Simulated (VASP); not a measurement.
In: single point with PBE+D3(BJ)

In:

```
In
1.0
     3.33548    0.00000    0.00000
    -1.66774    2.88861    0.00000
     0.00000    0.00000    5.50914
In
2
Cartesian
  0.0000 1.9257 1.3773
  1.6677 0.9629 4.1319
```

- Program: VASP 6.6.1
- Task: single point
- Functional: PBE
- Dispersion: D3(BJ)
- Potentials or basis: VASP PAW PBE potentials, release 64 (In_d)
- Cutoff: 520 eV
- k mesh: 6 × 6 × 4
- Occupations: gaussian, width 0.1 eV
- Spin: no spin polarisation
- Dipole correction: no
- Further INCAR settings: ALGO = Fast; EDIFF = 1e-07; NBANDS = 20

* Pressure: -0.9 GPa
* Band gap on the k mesh: zero (band 13 reaches 10.70 eV, above the bottom of band 14 at 4.75 eV)
* Dispersion energy per atom: -0.333 eV

Stress tensor (GPa, compression positive):
```
-1.08  0.00  0.00
 0.00 -1.08  0.00
 0.00  0.00 -0.45
```

Levels at points of the mesh, in eV from the Fermi level:
| k point | band 10 | band 11 | band 12 | band 13 | band 14 | band 15 | band 16 | band 17 |
| --- | --- | --- | --- | --- | --- | --- | --- | --- |
| (0.00, 0.00, 0.00) | -14.22 | -9.34 | -4.32 | -3.25 | 8.50 | 8.50 | 10.31 | 10.31 |
| (0.50, 0.00, 0.00) | -14.17 | -4.70 | -3.98 | 0.22 | 0.46 | 1.02 | 3.02 | 4.22 |
| (0.00, 0.00, 0.50) | -14.28 | -7.98 | -7.98 | 3.02 | 3.02 | 9.50 | 9.50 | 9.50 |
| (0.50, 0.00, 0.50) | -14.18 | -3.44 | -3.44 | -2.50 | -2.50 | 5.73 | 5.73 | 6.19 |

It took 34 s on 1 thread of Intel(R) Xeon(R) Platinum 8259CL CPU @ 2.50GHz (Skylake/Cascade Lake), with other jobs on the host, peak memory 0.18 GiB.

Caveat: the k points lie up to 0.36 Å⁻¹ apart; spin-orbit coupling is left out, which moves the levels of the heavy elements; pairwise dispersion overbinds metals, which lowers pressure and volume.
